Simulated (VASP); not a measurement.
# SnS2 (P-3m1) in VASP: a series of runs, part 2 of 2

VASP 6.6.1. The steps go on from the part before.

**3. Single point, r2SCAN+D3(BJ)**

Input file POSCAR:

```
SnS2
1.0
    3.6590373219      0.0000000000      0.0000000000
   -1.8295186609      3.1688192742      0.0000000000
    0.0000000000      0.0000000000      5.9540050358
Sn S
1 2
Direct
    0.0000000000      0.0000000000      0.0000000000
    0.3333333333      0.6666666667      0.2455531122
    0.6666666667      0.3333333333      0.7544468878
```

Input file INCAR.step1:

```
SYSTEM = SnS2
PREC     = Accurate       ! precision mode
ENCUT    = 550            ! plane-wave cutoff, eV
ISMEAR   = 0              ! smearing method
SIGMA    = 0.01           ! smearing width, eV
LREAL    = .FALSE.        ! projectors in reciprocal space
LASPH    = .TRUE.         ! aspherical terms in the spheres
NELM     = 120            ! most SCF steps
NBANDS   = 20             ! bands
GGA      = PE             ! functional
ALGO     = Normal         ! electronic algorithm
EDIFF    = 1E-5           ! SCF threshold, eV
LWAVE    = .TRUE.         ! write WAVECAR
LCHARG   = .FALSE.        ! write CHGCAR
GGA_COMPAT= .FALSE.
```

Input file INCAR.step2:

```
SYSTEM = SnS2
PREC     = Accurate       ! precision mode
ENCUT    = 550            ! plane-wave cutoff, eV
EDIFF    = 1E-6           ! SCF threshold, eV
ISMEAR   = 0              ! smearing method
SIGMA    = 0.01           ! smearing width, eV
LREAL    = .FALSE.        ! projectors in reciprocal space
LASPH    = .TRUE.         ! aspherical terms in the spheres
NELM     = 120            ! most SCF steps
ALGO     = Normal         ! electronic algorithm
ISIF     = 2              ! what is computed and relaxed
LWAVE    = .FALSE.        ! write WAVECAR
LCHARG   = .FALSE.        ! write CHGCAR
METAGGA  = R2SCAN         ! meta-GGA
LMIXTAU  = .TRUE.       
IVDW     = 12             ! dispersion correction
VDW_S6   = 1.0          
VDW_S8   = 0.78981345   
VDW_A1   = 0.49484001   
VDW_A2   = 5.73083694   
NBANDS   = 20             ! bands
ISTART   = 1            
GGA_COMPAT= .FALSE.
```

Input file KPOINTS:

```
Automatic mesh
0
G
  9 9 6
  0 0 0
```

Potentials or basis: VASP PAW PBE potentials, release 64 (Sn_d, S).

Started as:

```sh
> cat potpaw_PBE.64/Sn_d/POTCAR potpaw_PBE.64/S/POTCAR > POTCAR
> cp INCAR.step1 INCAR
> mpirun -np 1 vasp_std > vasp.out
> cp INCAR.step2 INCAR
> mpirun -np 1 vasp_std > vasp.out
```

OUTCAR:

```text
SYSTEM = SnS2
   PREC = Accurate
   ENCUT = 550
   EDIFF = 1E-6
   ISMEAR = 0
   LREAL = .FALSE.
   LASPH = .TRUE.
   NELM = 120
   ISIF = 2
   METAGGA = R2SCAN
   IVDW = 12
   ISTART = 1
 IVDW          = 12

 ion  position               nearest neighbor table
   1  0.000  0.000  0.000-   2 2.57   3 2.57   3 2.57   2 2.57   3 2.57   2 2.57
   2  0.333  0.667  0.246-   1 2.57   1 2.57   1 2.57
   3  0.667  0.333  0.754-   1 2.57   1 2.57   1 2.57

  LATTYP: Found a hexagonal cell.
 ALAT       =     3.6590373219
 C/A-ratio  =     1.6272053308

  Lattice vectors:

 A1 = (   3.6590373219,   0.0000000000,   0.0000000000)
 A2 = (  -1.8295186609,   3.1688192742,   0.0000000000)
 A3 = (   0.0000000000,   0.0000000000,   5.9540050358)

Analysis of symmetry for initial positions (statically):
=====================================================================
 Subroutine PRICEL returns:
 Original cell was already a primitive cell.

 Routine SETGRP: Setting up the symmetry group for a
 hexagonal supercell.

 Subroutine GETGRP returns: Found 12 space group operations
 (whereof 12 operations were pure point group operations)
 out of a pool of 24 trial point group operations.

The static configuration has the point symmetry D_3d.

Analysis of symmetry for dynamics (positions and initial velocities):
=====================================================================
 Subroutine PRICEL returns:
 Original cell was already a primitive cell.

 Routine SETGRP: Setting up the symmetry group for a
 hexagonal supercell.

 Subroutine GETGRP returns: Found 12 space group operations
 (whereof 12 operations were pure point group operations)
 out of a pool of 24 trial point group operations.

The dynamic configuration has the point symmetry D_3d.

 Subroutine INISYM returns: Found 12 space group operations
 (whereof 12 operations are pure point group operations),
 and found     1 'primitive' translations

----------------------------------------------------------------------------------------

                                     Primitive cell

  volume of cell :      69.0357

  direct lattice vectors                    reciprocal lattice vectors
     3.659037322  0.000000000  0.000000000     0.273295928  0.157787478  0.000000000
    -1.829518661  3.168819274  0.000000000     0.000000000  0.315574955  0.000000000
     0.000000000  0.000000000  5.954005036     0.000000000  0.000000000  0.167954174

  length of vectors
     3.659037322  3.659037322  5.954005036     0.315574955  0.315574955  0.167954174

  position of ions in fractional coordinates (direct lattice)
     0.000000000  0.000000000  0.000000000
     0.333333333  0.666666667  0.245553112
     0.666666667  0.333333333  0.754446888

  ion indices of the primitive-cell ions
   primitive index   ion index
                 1           1
                 2           2
                 3           3

----------------------------------------------------------------------------------------

 KPOINTS: Automatic mesh

Automatic generation of k-mesh.
 Grid dimensions read from file:
 generate k-points for:    9    9    6

 Generating k-lattice:

  Cartesian coordinates                     Fractional coordinates (reciprocal lattice)
     0.030366214  0.017531942  0.000000000     0.111111111  0.000000000  0.000000000
     0.000000000  0.035063884  0.000000000     0.000000000  0.111111111  0.000000000
     0.000000000  0.000000000  0.027992362     0.000000000  0.000000000  0.166666667

  Length of vectors
     0.035063884  0.035063884  0.027992362

  Shift w.r.t. Gamma in fractional coordinates (k-lattice)
     0.000000000  0.000000000  0.000000000

 Subroutine IBZKPT returns following result:
 ===========================================

 Found     62 irreducible k-points:

 Following reciprocal coordinates:
            Coordinates               Weight
  0.000000  0.000000  0.000000      1.000000
  0.111111 -0.000000  0.000000      6.000000
  0.222222 -0.000000  0.000000      6.000000
  0.333333  0.000000  0.000000      6.000000
  0.444444 -0.000000  0.000000      6.000000
  0.111111  0.111111  0.000000      6.000000
[... 16 lines left out ...]
  0.222222  0.111111  0.166667     12.000000
 -0.111111  0.333333  0.166667     12.000000
 [... further k-points ...]
   k-points           NKPTS =     62   k-points in BZ     NKDIM =     62   number of bands    NBANDS=     20
   number of dos      NEDOS =    301   number of ions     NIONS =      3
   total plane-waves  NPLWV =  37632
   dimension x,y,z NGX =    28 NGY =   28 NGZ =   48
   dimension x,y,z NGXF=    56 NGYF=   56 NGZF=   96
   ions per type =               1   2
   NGX,Y,Z   is equivalent  to a cutoff of  12.72, 12.72, 13.40 a.u.
   NGXF,Y,Z  is equivalent  to a cutoff of  25.44, 25.44, 26.80 a.u.
 SYSTEM =  SnS2
   PREC   = accura    normal or accurate (medium, high low for compatibility)
   ISTART =      1    job   : 0-new  1-cont  2-samecut
   ICHARG =      0    charge: 1-file 2-atom 10-const
   ISPIN  =      1    spin polarized calculation?
   LNONCOLLINEAR =      F non collinear calculations
   LSORBIT =      F    spin-orbit coupling
   LASPH  =      T    aspherical Exc in radial PAW
   ENCUT  =  550.0 eV  40.42 Ry    6.36 a.u.   7.00  7.00 11.39*2*pi/ulx,y,z
   NELM   =    120;   NELMIN=  2; NELMDL=  0     # of ELM steps
   EDIFF  = 0.1E-05   stopping-criterion for ELM
   LREAL  =      F    real-space projection
   EDIFFG = 0.1E-04   stopping-criterion for IOM
   NSW    =      0    number of steps for IOM
   IBRION =     -1    ionic relax: 0-MD 1-quasi-New 2-CG
   NFREE  =      0    steps in history (QN), initial steepest desc. (CG)
   ISIF   =      2    stress and relaxation
   ISYM   =      2    0-nonsym 1-usesym 2-fastsym
   POTIM  = 0.5000    time-step for ionic-motion
   TEBEG  =    0.0;   TEEND  =   0.0 temperature during run
   PSTRESS=    0.0 pullay stress
   NELECT =      26.0000    total number of electrons
   NUPDOWN=      -1.0000    fix difference up-down
   EMIN   =  10.00;   EMAX   =-10.00  energy-range for DOS
   EFERMI =   0.00;   METHOD = LEGACY
   ISMEAR =     0;   SIGMA  =   0.01  broadening in eV -4-tet -1-fermi 0-gaus
   EFERMI_NEDOS =   21; number of points for ismear=-14 and -15
   IALGO  =     38    algorithm
   IMIX   =      4    mixing-type and parameters
     AMIX     =   0.40;   BMIX     =  1.00
     AMIX_MAG =   1.60;   BMIX_MAG =  1.00
  volume/ion in A,a.u.               =      23.01       155.29
  Fermi-wavevector in a.u.,A,eV,Ry     =   1.182247  2.234122 19.016962  1.397707
  Thomas-Fermi vector in A             =   2.318505
   LORBIT       =      0    0 simple, 1 ext, 2 COOP (PROOUT), +10 PAW based schemes
   METAGGA = R2SCAN    functional components
   LHFCALC =     F    Hartree Fock is set to
   AEXX    =    0.0000 exact exchange contribution
   IVDW    =    12    specifies the selected vdW correction
   LEPSILON=     F    determine dielectric tensor
   LRPA    =     F    only Hartree local field effects (RPA)
 non-spin polarized calculation
 Gauss-broadening in eV      SIGMA  =   0.01
  energy-cutoff  :      550.00
  volume of cell :       69.04
 maximum number of plane-waves:      2042
   NGX = 13   NGY = 13   NGZ = 23

 number of electron      26.0000007 magnetization

 Free energy of the ion-electron system (eV)
  ---------------------------------------------------
  ext. energy  EPLUGINS =         0.00000000
  ---------------------------------------------------
  free energy    TOTEN  =       -42.22057551 eV

  energy without entropy =      -42.22057551  energy(sigma->0) =      -42.22057551

 E-fermi :   4.2494     XC(G=0): -10.1183

 val. band max:        4.2044060092   @ k =   0.0000   0.0000   0.0000
 cond. band min:       5.9847930069   @ k =   0.0000   0.4444   0.3333
 fundamental gap:      1.7803869976
 Fermi energy:         4.2493743206

 k-point     1 :       0.0000    0.0000    0.0000
  band No.  band energies     occupation
      1     -17.3454      2.00000
      2     -17.3454      2.00000
      3     -17.2781      2.00000
      4     -17.2555      2.00000
      5     -17.2555      2.00000
      6     -10.0830      2.00000
[... 12 lines left out ...]
     19      14.2981      0.00000
[... 513 lines left out ...]
      4     -17.2523      2.00000
      5     -17.2325      2.00000
      6      -9.1145      2.00000
[... 12 lines left out ...]
     19      12.8201      0.00000
     20      14.8740      0.00000

 [... further k-points ...]

------------------------ aborting loop because EDIFF is reached ----------------------------------------

 Edisp (eV)   -0.45674

 E8    (eV) :    -0.1438

  FORCE on cell =-STRESS in cart. coord.  units (eV):
  Direction    XX          YY          ZZ          XY          YZ          ZX
  --------------------------------------------------------------------------------------
  -------------------------------------------------------------------------------------
  Total      -0.02572    -0.02572    -0.02423    -0.00000    -0.00000    -0.00000
  in kB      -0.59689    -0.59689    -0.56229    -0.00000    -0.00000    -0.00000
  external pressure =       -0.59 kB  Pullay stress =        0.00 kB

 VOLUME and BASIS-vectors are now :
 -----------------------------------------------------------------------------
  energy-cutoff  :      550.00
  volume of cell :       69.04
      direct lattice vectors                 reciprocal lattice vectors
     3.659037322  0.000000000  0.000000000     0.273295928  0.157787478  0.000000000
    -1.829518661  3.168819274  0.000000000     0.000000000  0.315574955  0.000000000
     0.000000000  0.000000000  5.954005036     0.000000000  0.000000000  0.167954174

 POSITION                                       TOTAL-FORCE (eV/Angst)
 -----------------------------------------------------------------------------------
      0.00000      0.00000      0.00000         0.000000      0.000000      0.000000
     -0.00000      2.11255      1.46202        -0.000000      0.000000     -0.000779
      1.82952      1.05627      4.49198        -0.000000     -0.000000      0.000779
 -----------------------------------------------------------------------------------
    total drift:                                0.000000     -0.000000      0.000000

  FREE ENERGIE OF THE ION-ELECTRON SYSTEM (eV)
  ---------------------------------------------------
  free  energy   TOTEN  =       -42.6773159123 eV

  energy  without entropy=      -42.6773159123  energy(sigma->0) =      -42.67731591
```

It took 9.4 min on 1 thread of Intel Xeon 8259CL, shared host; peak memory 0.26 GiB.

Results:

- Free energy: -42.6773 eV
- Pressure: -0.1 GPa
- Band gap on the k mesh: 1.78 eV (least direct gap 2.26 eV)
- Dispersion energy per atom: -0.152 eV

Caveat: the PAW data sets were made with another functional, which shifts forces and pressure a little; spin-orbit coupling is left out, which moves the levels of the heavy elements; an odd mesh through Γ misses points on the zone boundary, where band edges can lie.
